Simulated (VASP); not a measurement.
Sc, 3 atoms in the cell. Symmetry: P6/mmm, No. 191, hexagonal system. The conventional cell has a = 4.999 Å, b = 4.999 Å, c = 3.131 Å, α = 90.00°, β = 90.00°, γ = 120.00°. Sc (site symmetry 6/mmm) has 14 Sc at 3.13 to 3.28 Å within 4.1 Å. Sc (site symmetry -6m2) has 11 Sc at 2.89 to 3.28 Å within 3.8 Å. This isn't the form of Sc at room conditions, which is hcp.

- Program: VASP 6.6.1
- Task: single point
- Functional: PBE
- Potentials or basis: VASP PAW PBE potentials, release 64 (Sc_sv)
- Cutoff: 520 eV
- k mesh: 8 × 8 × 11
- Occupations: fermi-dirac, width 0.1 eV
- Spin: no spin polarisation
- Dipole correction: no
- Further INCAR settings: ALGO = Normal; EDIFF = 1e-06; NBANDS = 24

Potentials or basis: VASP PAW PBE potentials, release 64 (Sc_sv).

The run is started by

```sh
$ cat potpaw_PBE.64/Sc_sv/POTCAR > POTCAR
$ mpirun -np 1 vasp_std > vasp.out
```

Hardware: 1 thread of Intel Xeon 8259CL, with other jobs on the host.

**Question.** Estimate the wall time of this run.

**Answer.** It took 2.1 min on 1 thread of Intel Xeon 8259CL, on a shared host, peak memory 0.23 GiB. Counts: scf iterations 14, k points 60.
